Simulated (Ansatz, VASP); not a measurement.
## One calculation of Ru, two programs

```
Ru
1.0
     4.26878    0.00000    0.00000
    -2.13439    3.69687    0.00000
     0.00000    0.00000    2.68198
Ru
3
Direct
  0.00000 0.00000 0.00000
  0.33333 0.66667 0.50000
  0.66667 0.33333 0.50000
```

Alike in both runs: functional PBE; k mesh 9 × 9 × 12; occupations fermi-dirac, width 0.05 eV; collinear spin.

Ansatz relaxed the structure, and its values are those at the end. VASP's run is a single point on that final structure, the one shown.

```csv
,VASP,Ansatz
version,VASP 6.6.1,Ansatz 0.2.0
potentials or method,"VASP PAW PBE potentials, release 64 (Ru_pv), cutoff 520 eV","plane waves (420 eV) with PAW, scalar-relativistic"
valence electrons in the cell,42,48
```

Ansatz gave:

```
pressure (GPa)           : 0.0
net moment per atom (μB) : 0.00
```

Task: Which values does VASP return?

Result: Pressure (GPa): -0.1; net moment per atom (μB): 0.00.

VASP's potentials hold 42 valence electrons a cell and Ansatz's 48, so a difference there can come from the potentials and not from the codes. Ansatz's warnings: seeded moment not kept.
